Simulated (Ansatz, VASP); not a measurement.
**Two plane-wave programs on Ba**

File POSCAR:

```
Ba
1.0
   -2.5367939014      2.5367939014      2.5367939014
    2.5367939014     -2.5367939014      2.5367939014
    2.5367939014      2.5367939014     -2.5367939014
Ba
1
Direct
    0.0000000000      0.0000000000      0.0000000000
```

Contents of INCAR.step1:

```
SYSTEM = Ba
PREC = Accurate ; ENCUT = 520
ISMEAR = 1 ; SIGMA = 0.6
LREAL = .False. ; LASPH = .True.
NELM = 80 ; NBANDS = 11
GGA = PE ; ALGO = Normal
EDIFF = 1E-4 ; LWAVE = .True.
LCHARG = .False.
```

INCAR.step2

```
SYSTEM = Ba
PREC = Accurate ; ENCUT = 520
EDIFF = 1E-6 ; ISMEAR = 1
SIGMA = 0.6 ; LREAL = .False.
LASPH = .True. ; NELM = 80
ALGO = Normal ; ISIF = 2
LWAVE = .False. ; LCHARG = .False.
METAGGA = R2SCAN ; LMIXTAU = .True.
NBANDS = 11 ; ISTART = 1
```

Contents of KPOINTS:

```
regular mesh
0
Gamma
  9 9 9
  0 0 0
```

Input for Ansatz:

```yaml
crystal:
  lattice:
    - [-2.5367939014, 2.5367939014, 2.5367939014]
    - [2.5367939014, -2.5367939014, 2.5367939014]
    - [2.5367939014, 2.5367939014, -2.5367939014]
  atoms:
    - { symbol: Ba, position: [0.0, 0.0, 0.0] }
hamiltonian:
  xc: r2scan
  pseudopotentials:
    kind: paw
    azcp:
      Ba: "pseudopotentials/Ba.paw.azcp"
basis:
  ecutwfc: 500
  fft_grid_basis: typed
kpoints:
  mp_grid: { grid: [9, 9, 9], shift: [0, 0, 0] }
magnetization:
  spin_polarized: false
scf:
  occupations: { method: methfessel_paxton, width: 0.6 }
  lower_state_search: "off"
output:
  stress: true
```

Alike in both runs: task single point; functional r2SCAN; k mesh 9 × 9 × 9; occupations methfessel-paxton of order 1, width 0.6 eV; no spin polarisation.

```csv
,VASP,Ansatz
version,VASP 6.6.1,Ansatz 0.2.0
potentials or method,"VASP PAW PBE potentials, release 64 (Ba_sv), cutoff 520 eV","plane waves (500 eV) with PAW, scalar-relativistic"
valence electrons in the cell,10,10
```

Ansatz gave:

```
pressure (GPa) : -0.1
```

Q: Which values does VASP return?

A: Pressure (GPa): 0.0.

VASP's potentials were made for PBE, not for r2SCAN.

Neither program's run includes spin-orbit coupling.
